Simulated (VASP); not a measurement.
Here is a VASP 6.6.1 calculation.

INCAR

```
SYSTEM = SiO2
PREC = Accurate ; ENCUT = 520
EDIFF = 1E-7 ; ISMEAR = 0
SIGMA = 0.02 ; LREAL = .FALSE.
LASPH = .TRUE. ; NELM = 80
ALGO = Normal ; ISIF = 2
LWAVE = .FALSE. ; LCHARG = .TRUE.
GGA = CA ; LELF = .TRUE.
LVHAR = .TRUE. ; NBANDS = 25
```

Contents of KPOINTS:

```
regular mesh
0
G
  6 6 6
  0 0 0
```

POSCAR

```
SiO2
1.0
   -2.4652848075      2.4652848075      3.6414543338
    2.4652848075     -2.4652848075      3.6414543338
    2.4652848075      2.4652848075     -3.6414543338
Si O
2 4
Direct
    0.0000000000      0.0000000000      0.0000000000
    0.7500000000      0.2500000000      0.5000000000
    0.9736091614      0.6250000000      0.8486091614
    0.3750000000      0.2236091614      0.3486091614
    0.7763908386      0.1250000000      0.1513908386
    0.8750000000      0.0263908386      0.6513908386
```

Potentials or basis: VASP PAW LDA potentials, release 64 (Si, O).

Run with:

```bash
$ cat potpaw_LDA.64/Si/POTCAR potpaw_LDA.64/O/POTCAR > POTCAR
$ mpirun -np 1 vasp_std > vasp.out
```

Estimate the pressure.

0.5 GPa.

What does it give for the largest force?

0.028 eV/Å.

What does it give for the band gap on the k mesh?

5.76 eV, direct.

Forces in eV/Å, atoms in the order of the input:
```
Si   0.000  0.000  0.000
Si   0.000  0.000  0.000
O    0.000  0.028  0.000
O    0.028  0.000  0.000
O    0.000 -0.028  0.000
O   -0.028  0.000  0.000
```

A k mesh can miss the band edges.
